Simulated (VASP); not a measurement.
# LiCl (P6_3mc) in VASP: a series of runs

The runs below take LiCl through single point, with PBE.

Program: VASP 6.6.1. These are calculated values, not measurements. Logs are shortened: lines on timing, memory, paths and dates and some standing lists are left out, and cuts for length are marked.

## 1. The cell of the first run

It takes space group P6_3mc (No. 186, hexagonal). Conventional cell: a = 3.958 Å, b = 3.958 Å, c = 6.328 Å, α = 90.00°, β = 90.00°, γ = 120.00°. Li (site symmetry 3m) has 4 Cl at 2.41 Å within 3.2 Å. Within 3.2 Å of Cl (site symmetry 3m) lie 4 Li at 2.41 Å.

## 2. Single point, PBE (21.46 Å³/atom)

File INCAR:

```
SYSTEM = LiCl
PREC = Accurate
ENCUT = 520
EDIFF = 1E-6
ISMEAR = 0
SIGMA = 0.01
LREAL = .FALSE.
LASPH = .TRUE.
NELM = 60
ALGO = Normal
ISIF = 2
LWAVE = .FALSE.
LCHARG = .FALSE.
GGA = PE
NBANDS = 18
```

File KPOINTS:

```
regular mesh
0
G
  6 6 2
  0 0 0
```

File POSCAR:

```
LiCl
1.0
    3.9575835490      0.0000000000      0.0000000000
   -1.9787917745      3.4273678910      0.0000000000
    0.0000000000      0.0000000000      6.3279591118
Li Cl
2 2
Direct
    0.6666666667      0.3333333333      0.8780761540
    0.3333333333      0.6666666667      0.3780761540
    0.6666666667      0.3333333333      0.4969248460
    0.3333333333      0.6666666667      0.9969248460
```

Potentials or basis: VASP PAW PBE potentials, release 64 (Li_sv, Cl).

The run is started by

```bash
$ cat potpaw_PBE.64/Li_sv/POTCAR potpaw_PBE.64/Cl/POTCAR > POTCAR
$ mpirun -np 1 vasp_std > vasp.out
```

OUTCAR:

```text
SYSTEM = LiCl
   PREC = Accurate
   ENCUT = 520
   EDIFF = 1E-6
   ISMEAR = 0
   LREAL = .FALSE.
   LASPH = .TRUE.
   NELM = 60
   ISIF = 2
   GGA = PE

 ion  position               nearest neighbor table
   1  0.667  0.333  0.878-   4 2.41   4 2.41   4 2.41   3 2.41
   2  0.333  0.667  0.378-   3 2.41   3 2.41   3 2.41   4 2.41
   3  0.667  0.333  0.497-   2 2.41   2 2.41   2 2.41   1 2.41
   4  0.333  0.667  0.997-   1 2.41   1 2.41   1 2.41   2 2.41

  LATTYP: Found a hexagonal cell.
 ALAT       =     3.9575835490
 C/A-ratio  =     1.5989451728

  Lattice vectors:

 A1 = (   3.9575835490,   0.0000000000,   0.0000000000)
 A2 = (  -1.9787917745,   3.4273678910,   0.0000000000)
 A3 = (   0.0000000000,   0.0000000000,   6.3279591118)

Analysis of symmetry for initial positions (statically):
=====================================================================
 Subroutine PRICEL returns:
 Original cell was already a primitive cell.

 Routine SETGRP: Setting up the symmetry group for a
 hexagonal supercell.

 Subroutine GETGRP returns: Found 12 space group operations
 (whereof  6 operations were pure point group operations)
 out of a pool of 24 trial point group operations.

The static configuration has the point symmetry C_3v.
 The point group associated with its full space group is C_6v.

Analysis of symmetry for dynamics (positions and initial velocities):
=====================================================================
 Subroutine PRICEL returns:
 Original cell was already a primitive cell.

 Routine SETGRP: Setting up the symmetry group for a
 hexagonal supercell.

 Subroutine GETGRP returns: Found 12 space group operations
 (whereof  6 operations were pure point group operations)
 out of a pool of 24 trial point group operations.

The dynamic configuration has the point symmetry C_3v.
 The point group associated with its full space group is C_6v.

 Subroutine INISYM returns: Found 12 space group operations
 (whereof  6 operations are pure point group operations),
 and found     1 'primitive' translations

----------------------------------------------------------------------------------------

                                     Primitive cell

  volume of cell :      85.8330

  direct lattice vectors                    reciprocal lattice vectors
     3.957583549  0.000000000  0.000000000     0.252679441  0.145884543  0.000000000
    -1.978791775  3.427367891  0.000000000     0.000000000  0.291769087  0.000000000
     0.000000000  0.000000000  6.327959112     0.000000000  0.000000000  0.158028834

  length of vectors
     3.957583549  3.957583549  6.327959112     0.291769087  0.291769087  0.158028834

  position of ions in fractional coordinates (direct lattice)
     0.666666667  0.333333333  0.878076154
     0.333333333  0.666666667  0.378076154
     0.666666667  0.333333333  0.496924846
     0.333333333  0.666666667  0.996924846

  ion indices of the primitive-cell ions
   primitive index   ion index
                 1           1
                 2           2
                 3           3
                 4           4

----------------------------------------------------------------------------------------

 KPOINTS: regular mesh

Automatic generation of k-mesh.
 Grid dimensions read from file:
 generate k-points for:    6    6    2

 Generating k-lattice:

  Cartesian coordinates                     Fractional coordinates (reciprocal lattice)
     0.042113240  0.024314091  0.000000000     0.166666667  0.000000000  0.000000000
     0.000000000  0.048628181  0.000000000     0.000000000  0.166666667  0.000000000
     0.000000000  0.000000000  0.079014417     0.000000000  0.000000000  0.500000000

  Length of vectors
     0.048628181  0.048628181  0.079014417

  Shift w.r.t. Gamma in fractional coordinates (k-lattice)
     0.000000000  0.000000000  0.000000000

 Subroutine IBZKPT returns following result:
 ===========================================

 Found     14 irreducible k-points:

 Following reciprocal coordinates:
            Coordinates               Weight
  0.000000  0.000000  0.000000      1.000000
  0.166667 -0.000000  0.000000      6.000000
  0.333333 -0.000000  0.000000      6.000000
  0.500000 -0.000000  0.000000      3.000000
  0.166667  0.166667  0.000000      6.000000
  0.333333  0.166667  0.000000     12.000000
  0.333333  0.333333  0.000000      2.000000
  0.000000  0.000000  0.500000      1.000000
  0.166667 -0.000000  0.500000      6.000000
  0.333333 -0.000000  0.500000      6.000000
  0.500000 -0.000000  0.500000      3.000000
  0.166667  0.166667  0.500000      6.000000
  0.333333  0.166667  0.500000     12.000000
  0.333333  0.333333  0.500000      2.000000
   k-points           NKPTS =     14   k-points in BZ     NKDIM =     14   number of bands    NBANDS=     18
   number of dos      NEDOS =    301   number of ions     NIONS =      4
   total plane-waves  NPLWV =  43200
   dimension x,y,z NGX =    30 NGY =   30 NGZ =   48
   dimension x,y,z NGXF=    60 NGYF=   60 NGZF=   96
   ions per type =               2   2
   NGX,Y,Z   is equivalent  to a cutoff of  12.60, 12.60, 12.61 a.u.
   NGXF,Y,Z  is equivalent  to a cutoff of  25.20, 25.20, 25.22 a.u.
 SYSTEM =  LiCl
   PREC   = accura    normal or accurate (medium, high low for compatibility)
   ISTART =      0    job   : 0-new  1-cont  2-samecut
   ICHARG =      2    charge: 1-file 2-atom 10-const
   ISPIN  =      1    spin polarized calculation?
   LNONCOLLINEAR =      F non collinear calculations
   LSORBIT =      F    spin-orbit coupling
   LASPH  =      T    aspherical Exc in radial PAW
   ENCUT  =  520.0 eV  38.22 Ry    6.18 a.u.   7.36  7.36 11.77*2*pi/ulx,y,z
   NELM   =     60;   NELMIN=  2; NELMDL= -5     # of ELM steps
   EDIFF  = 0.1E-05   stopping-criterion for ELM
   LREAL  =      F    real-space projection
   EDIFFG = 0.1E-04   stopping-criterion for IOM
   NSW    =      0    number of steps for IOM
   IBRION =     -1    ionic relax: 0-MD 1-quasi-New 2-CG
   NFREE  =      0    steps in history (QN), initial steepest desc. (CG)
   ISIF   =      2    stress and relaxation
   ISYM   =      2    0-nonsym 1-usesym 2-fastsym
   POTIM  = 0.5000    time-step for ionic-motion
   TEBEG  =    0.0;   TEEND  =   0.0 temperature during run
   PSTRESS=    0.0 pullay stress
   NELECT =      20.0000    total number of electrons
   NUPDOWN=      -1.0000    fix difference up-down
   EMIN   =  10.00;   EMAX   =-10.00  energy-range for DOS
   EFERMI =   0.00;   METHOD = LEGACY
   ISMEAR =     0;   SIGMA  =   0.01  broadening in eV -4-tet -1-fermi 0-gaus
   EFERMI_NEDOS =   21; number of points for ismear=-14 and -15
   IALGO  =     38    algorithm
   IMIX   =      4    mixing-type and parameters
     AMIX     =   0.40;   BMIX     =  1.00
     AMIX_MAG =   1.60;   BMIX_MAG =  1.00
  volume/ion in A,a.u.               =      21.46       144.81
  Fermi-wavevector in a.u.,A,eV,Ry     =   1.007395  1.903701 13.807814  1.014846
  Thomas-Fermi vector in A             =   2.140198
   LORBIT       =      0    0 simple, 1 ext, 2 COOP (PROOUT), +10 PAW based schemes
   GGA     = PE    functional components
   LHFCALC =     F    Hartree Fock is set to
   AEXX    =    0.0000 exact exchange contribution
   IVDW    =     0    specifies the selected vdW correction
   LEPSILON=     F    determine dielectric tensor
   LRPA    =     F    only Hartree local field effects (RPA)
 non-spin polarized calculation
 Gauss-broadening in eV      SIGMA  =   0.01
  energy-cutoff  :      520.00
  volume of cell :       85.83
 maximum number of plane-waves:      2364
 NGX is ok and might be reduce to    30
   NGX = 15   NGY = 15   NGZ = 23

 number of electron      20.0000011 magnetization

 Free energy of the ion-electron system (eV)
  ---------------------------------------------------
  ext. energy  EPLUGINS =         0.00000000
  ---------------------------------------------------
  free energy    TOTEN  =       -14.86949531 eV

  energy without entropy =      -14.86949531  energy(sigma->0) =      -14.86949531

 E-fermi :  -1.2727     XC(G=0):  -7.5269

 val. band max:       -1.3702497778   @ k =   0.0000   0.0000   0.0000
 cond. band min:       4.4931271658   @ k =   0.0000   0.0000   0.0000
 fundamental gap:      5.8633769436
 Fermi energy:        -1.2726813408

 k-point     1 :       0.0000    0.0000    0.0000
  band No.  band energies     occupation
      1     -44.3810      2.00000
      2     -44.3797      2.00000
      3     -14.0575      2.00000
      4     -13.7719      2.00000
      5      -3.3267      2.00000
      6      -1.7550      2.00000
[... 10 lines left out ...]
     17       9.4477      0.00000
     18       9.4477      0.00000

 k-point     2 :       0.1667   -0.0000    0.0000
  band No.  band energies     occupation
      1     -44.3807      2.00000
      2     -44.3796      2.00000
      3     -14.0034      2.00000
      4     -13.7499      2.00000
      5      -3.1909      2.00000
      6      -2.1167      2.00000
[... 10 lines left out ...]
     17       9.6445      0.00000
     18       9.9490      0.00000

 k-point     3 :       0.3333   -0.0000    0.0000
  band No.  band energies     occupation
      1     -44.3801      2.00000
      2     -44.3794      2.00000
      3     -13.8812      2.00000
      4     -13.7154      2.00000
      5      -2.9492      2.00000
      6      -2.6826      2.00000
[... 10 lines left out ...]
     17      10.0378      0.00000
     18      10.9109      0.00000

 k-point     4 :       0.5000   -0.0000    0.0000
  band No.  band energies     occupation
      1     -44.3798      2.00000
      2     -44.3794      2.00000
      3     -13.8024      2.00000
      4     -13.7135      2.00000
      5      -3.1652      2.00000
      6      -2.6944      2.00000
[... 10 lines left out ...]
     17      10.1454      0.00000
     18      11.6402      0.00000

 k-point     5 :       0.1667    0.1667    0.0000
  band No.  band energies     occupation
      1     -44.3803      2.00000
      2     -44.3795      2.00000
      3     -13.9146      2.00000
      4     -13.7218      2.00000
      5      -2.9551      2.00000
      6      -2.5274      2.00000
[... 10 lines left out ...]
     17       9.9179      0.00000
     18      10.4605      0.00000

 k-point     6 :       0.3333    0.1667    0.0000
  band No.  band energies     occupation
      1     -44.3798      2.00000
      2     -44.3794      2.00000
      3     -13.8050      2.00000
      4     -13.7109      2.00000
      5      -3.0387      2.00000
      6      -2.6581      2.00000
[... 10 lines left out ...]
     17      10.0899      0.00000
     18      10.9769      0.00000

 k-point     7 :       0.3333    0.3333    0.0000
  band No.  band energies     occupation
      1     -44.3795      2.00000
      2     -44.3795      2.00000
      3     -13.7375      2.00000
      4     -13.7375      2.00000
      5      -3.0652      2.00000
      6      -2.5218      2.00000
[... 10 lines left out ...]
     17      10.7750      0.00000
     18      10.8012      0.00000

 k-point     8 :       0.0000    0.0000    0.5000
  band No.  band energies     occupation
      1     -44.3804      2.00000
      2     -44.3804      2.00000
      3     -13.9199      2.00000
      4     -13.9199      2.00000
      5      -2.4549      2.00000
      6      -2.4549      2.00000
[... 10 lines left out ...]
     17       8.7797      0.00000
     18       8.7797      0.00000

 k-point     9 :       0.1667   -0.0000    0.5000
  band No.  band energies     occupation
      1     -44.3802      2.00000
      2     -44.3802      2.00000
      3     -13.8808      2.00000
      4     -13.8808      2.00000
      5      -2.5226      2.00000
      6      -2.5226      2.00000
[... 10 lines left out ...]
     17       9.3248      0.00000
     18       9.3248      0.00000

 k-point    10 :       0.3333   -0.0000    0.5000
  band No.  band energies     occupation
      1     -44.3798      2.00000
      2     -44.3798      2.00000
      3     -13.8002      2.00000
      4     -13.8002      2.00000
      5      -2.8928      2.00000
      6      -2.8928      2.00000
[... 10 lines left out ...]
     17       9.9986      0.00000
     18       9.9986      0.00000

 k-point    11 :       0.5000   -0.0000    0.5000
  band No.  band energies     occupation
      1     -44.3796      2.00000
      2     -44.3796      2.00000
      3     -13.7586      2.00000
      4     -13.7586      2.00000
      5      -3.1282      2.00000
      6      -3.1282      2.00000
[... 10 lines left out ...]
     17      10.2229      0.00000
     18      10.2229      0.00000

 k-point    12 :       0.1667    0.1667    0.5000
  band No.  band energies     occupation
      1     -44.3799      2.00000
      2     -44.3799      2.00000
      3     -13.8207      2.00000
      4     -13.8207      2.00000
      5      -2.7336      2.00000
      6      -2.7336      2.00000
[... 10 lines left out ...]
     17       9.8818      0.00000
     18       9.8818      0.00000

 k-point    13 :       0.3333    0.1667    0.5000
  band No.  band energies     occupation
      1     -44.3796      2.00000
      2     -44.3796      2.00000
      3     -13.7587      2.00000
      4     -13.7587      2.00000
      5      -2.9907      2.00000
      6      -2.9907      2.00000
[... 10 lines left out ...]
     17      10.5359      0.00000
     18      10.5359      0.00000

 k-point    14 :       0.3333    0.3333    0.5000
  band No.  band energies     occupation
      1     -44.3795      2.00000
      2     -44.3795      2.00000
      3     -13.7376      2.00000
      4     -13.7376      2.00000
      5      -2.8117      2.00000
      6      -2.8117      2.00000
[... 10 lines left out ...]
     17      10.9290      0.00000
     18      10.9290      0.00000

------------------------ aborting loop because EDIFF is reached ----------------------------------------

  FORCE on cell =-STRESS in cart. coord.  units (eV):
  Direction    XX          YY          ZZ          XY          YZ          ZX
  --------------------------------------------------------------------------------------
  -------------------------------------------------------------------------------------
  Total       -0.3202838     -0.3202838     -0.3112021      0.0000000      0.0000000      0.0000000
  in kB       -5.9784849     -5.9784849     -5.8089625      0.0000000      0.0000000      0.0000000
  external PRESSURE =      -5.9219774 kB  Pullay stress =       0.0000000 kB

 VOLUME and BASIS-vectors are now :
 -----------------------------------------------------------------------------
  energy-cutoff  :      520.00
  volume of cell :       85.83
      direct lattice vectors                 reciprocal lattice vectors
     3.957583549  0.000000000  0.000000000     0.252679441  0.145884543  0.000000000
    -1.978791775  3.427367891  0.000000000     0.000000000  0.291769087  0.000000000
     0.000000000  0.000000000  6.327959112     0.000000000  0.000000000  0.158028834

 POSITION                                       TOTAL-FORCE (eV/Angst)
 -----------------------------------------------------------------------------------
      1.97879      1.14246      5.55643        -0.000000      0.000000     -0.001282
     -0.00000      2.28491      2.39245         0.000000     -0.000000     -0.001282
      1.97879      1.14246      3.14452        -0.000000     -0.000000      0.001282
     -0.00000      2.28491      6.30850         0.000000      0.000000      0.001282
 -----------------------------------------------------------------------------------
    total drift:                                0.000001      0.000001     -0.000077

  FREE ENERGIE OF THE ION-ELECTRON SYSTEM (eV)
  ---------------------------------------------------
  free  energy   TOTEN  =       -14.8694953073 eV

  energy  without entropy=      -14.8694953073  energy(sigma->0) =      -14.86949531
```

It took 42 s on 1 thread of AMD EPYC 7R13, shared host; peak memory 0.16 GiB.

Results:

- Free energy: -14.8695 eV
- Band gap on the k mesh: 5.86 eV

Levels at points of the mesh, in eV from the valence-band top:
| k point | band 6 | band 7 | band 8 | band 9 | band 10 | band 11 | band 12 | band 13 | band 14 | band 15 |
| --- | --- | --- | --- | --- | --- | --- | --- | --- | --- | --- |
| (0.00, 0.00, 0.00) | -0.38 | -0.38 | -0.08 | -0.08 | 0.00 | 5.86 | 8.11 | 9.91 | 9.91 | 10.42 |
| (0.50, 0.00, 0.00) | -1.32 | -1.10 | -0.88 | -0.56 | -0.33 | 7.82 | 7.94 | 9.00 | 10.26 | 10.40 |
| (0.00, 0.00, 0.50) | -1.08 | -0.23 | -0.23 | -0.23 | -0.23 | 7.16 | 7.16 | 10.12 | 10.12 | 10.12 |
| (0.50, 0.00, 0.50) | -1.76 | -0.62 | -0.62 | -0.55 | -0.55 | 7.36 | 7.36 | 9.86 | 9.86 | 11.48 |

Caveat: the k points lie up to 0.50 Å⁻¹ apart; the cutoff is under 1.25 times the usual one of these potentials, so pressure, stress and relaxed cells hold a basis-set (Pulay) error.

(Continued in part 2 of 2.)
